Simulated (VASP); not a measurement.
**KCl: electric field gradients with PBEsol**

KCl:

```
CELL_PARAMETERS angstrom
0.00000 3.21800 3.21800
3.21800 0.00000 3.21800
3.21800 3.21800 0.00000
ATOMIC_POSITIONS crystal
K 0.00000 0.00000 0.00000
Cl 0.50000 0.50000 0.50000
```

```json
{"Program": "VASP 6.6.1", "Task": "electric field gradients", "Functional": "PBEsol", "Potentials or basis": "VASP PAW PBE potentials, release 64 (K_sv, Cl)", "Cutoff": "520 eV", "k mesh": "7 × 7 × 7", "Occupations": "fermi-dirac, width 0.03 eV", "Spin": "no spin polarisation", "Dipole correction": "no", "Further INCAR settings": "ALGO = Normal; EDIFF = 1e-08; NBANDS = 15"}
```

```yaml
Pressure: -1.3 GPa
Band_gap_on_the_k_mesh: 4.82 eV
Largest_electric_field_gradient_by_atom: under 0.05 V/Å² on every atom
```

Levels at points of the mesh, in eV from the valence-band top:
```tsv
k point	band 6	band 7	band 8	band 9	band 10	band 11
(0.00, 0.00, 0.00)	0.00	0.00	0.00	4.82	8.26	8.26
```

It took 23 s on 1 thread of Intel(R) Xeon(R) Platinum 8259CL CPU @ 2.50GHz (Skylake/Cascade Lake) (shared host), peak memory 0.2 GiB.

Caveat: the PAW data sets were made with another functional, which shifts forces and pressure a little; an odd mesh through Γ misses points on the zone boundary, where band edges can lie.
